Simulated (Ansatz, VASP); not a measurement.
# Two plane-wave programs on Pb

```
CELL_PARAMETERS angstrom
0.00000 2.57842 2.57842
2.57842 0.00000 2.57842
2.57842 2.57842 0.00000
ATOMIC_POSITIONS crystal
Pb 0.00000 0.00000 0.00000
```

Alike in both runs: task single point; functional r2SCAN; k mesh 14 × 14 × 14; occupations gaussian, width 0.1 eV; no spin polarisation.

|  | VASP | Ansatz |
| --- | --- | --- |
| version | VASP 6.6.1 | Ansatz 0.2.0 |
| potentials or method | VASP PAW PBE potentials, release 64 (Pb_d), cutoff 520 eV | scalar-relativistic, plane waves, PAW |
| valence electrons in the cell | 14 | 14 |

|  | VASP | Ansatz | Ansatz less VASP |
| --- | --- | --- | --- |
| gap on the k mesh at the Fermi level (eV) | none | none | - |
| pressure (GPa) | -3.3 | -3.3 | +0.02 |

VASP's potentials were made for PBE, not for r2SCAN. A gap of «none» marks a metal or a gap that the smearing closes.

Neither program's run includes spin-orbit coupling.
